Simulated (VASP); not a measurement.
Crystal: V.

```
V
1.0
     3.50328    0.00000    0.00000
    -1.75164    3.03393    0.00000
     0.00000    0.00000    3.98132
V
3
Direct
  0.21700 0.00000 0.16667
  0.00000 0.21700 0.83333
  0.78300 0.78300 0.50000
```

| Property | Result |
| --- | --- |
| Program | VASP 6.6.1 |
| Task | relaxation of cell and atoms |
| Functional | PBE |
| Potentials or basis | VASP PAW PBE potentials, release 64 (V_sv) |
| Cutoff | 600 eV |
| k mesh | 6 × 6 × 4 |
| Occupations | gaussian, width 0.1 eV |
| Spin | no spin polarisation |

At the start: pressure 32.7 GPa; volume 14.11 Å³/atom.

Question: Where does the relaxation end?

Answer: Over 30 steps the energy falls by 1622.4 meV/atom and the volume is 13.80 Å³/atom (-2.2 %); space group P3_221 (No. 154, to 0.05 Å).

The path:
```csv
step,energy change (eV),largest force (eV/Å),pressure (GPa),volume (Å³)
1,0.0000,6.0669,32.72,42.32
2,-1.1398,0.5269,-23.53,62.38
3,-1.9133,1.5205,-11.05,52.07
4,-2.6509,1.5238,-4.02,46.47
5,-2.9217,0.7176,11.40,41.16
6,-2.9315,0.9348,8.03,42.01
7,-3.0436,0.4023,1.64,43.68
8,-3.0605,0.1233,3.12,43.21
9,-3.0687,0.0473,-2.01,44.83
10,-3.0725,0.0129,-0.26,44.23
11,-3.0776,0.0110,-0.34,44.27
12,-3.1105,0.0818,-0.79,44.34
13,-3.2455,0.2110,-1.96,44.44
14,-3.7178,0.3986,-4.42,44.38
15,-4.6133,0.4901,-6.47,43.39
16,-4.4864,0.1335,7.26,38.47
17,-4.8414,0.1320,-2.76,42.10
18,-4.8527,0.1052,-1.56,41.74
19,-4.8512,0.1175,-1.99,41.87
20,-4.8504,0.0555,1.03,41.12
21,-4.8547,0.0923,-0.68,41.52
22,-4.8562,0.0957,-0.03,41.38
23,-4.8564,0.0970,0.43,41.28
24,-4.8580,0.0870,0.24,41.34
25,-4.8607,0.0672,-0.36,41.50
26,-4.8632,0.0574,0.05,41.40
27,-4.8658,0.0273,1.13,41.14
28,-4.8668,0.0158,0.55,41.28
29,-4.8669,0.0099,0.23,41.35
30,-4.8671,0.0108,-0.06,41.39
```

Final structure:
```
V
1.0
     2.82441    0.00000    0.00000
    -1.41220    2.44601    0.00000
     0.00000    0.00000    5.99085
V
3
Direct
  0.31827 0.00000 0.16667
  0.00000 0.31827 0.83333
  0.68173 0.68173 0.50000
```

Caveat: the k points lie up to 0.43 Å⁻¹ apart in the final cell.
